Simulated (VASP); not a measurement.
Runs of VASP 6.6.1 on TlCl. Symmetry: Pm-3m, No. 221, cubic system. Conventional cell: a = 3.839 Å, b = 3.839 Å, c = 3.839 Å, α = 90.00°, β = 90.00°, γ = 90.00°. Within 4.4 Å of Tl (site symmetry m-3m) lie 8 Cl at 3.32 Å and 6 Tl at 3.84 Å. Cl (site symmetry m-3m) has 8 Tl at 3.32 Å and 6 Cl at 3.84 Å within 4.4 Å. 

| level | potentials or basis | cutoff (eV) | grid for exact exchange (PRECFOCK) | screening parameter | gap on the mesh (eV) | pressure (GPa) |
| --- | --- | --- | --- | --- | --- | --- |
| LDA | VASP PAW LDA potentials, release 64 (Tl_d, Cl) | 500 | - | - | 1.85 | (b) |
| HSE06 | VASP PAW PBE potentials, release 64 (Tl_d, Cl) | 400 | Normal | 0.2079 1/Å | 2.85 | 0.8 |
| r2SCAN | VASP PAW PBE potentials, release 64 (Tl_d, Cl) | 550 | - | - | 2.51 | (a) |
| PBE | VASP PAW PBE potentials, release 64 (Tl_d, Cl) | 500 | - | - | 2.09 | 1.2 |

Alike in all rows: task single point; no spin polarisation; cell as given; k mesh 4 × 4 × 4; smearing gaussian 0.01 eV.

Question: Estimate the missing entries.

Answer: (a) 0.0; (b) -3.1.

Caveats: spin-orbit coupling is left out, which moves the levels of the heavy elements; the PAW data sets were made with another functional, which shifts forces and pressure a little (some runs).

A k mesh can miss the band edges, and the runs leave out spin-orbit coupling on Tl.
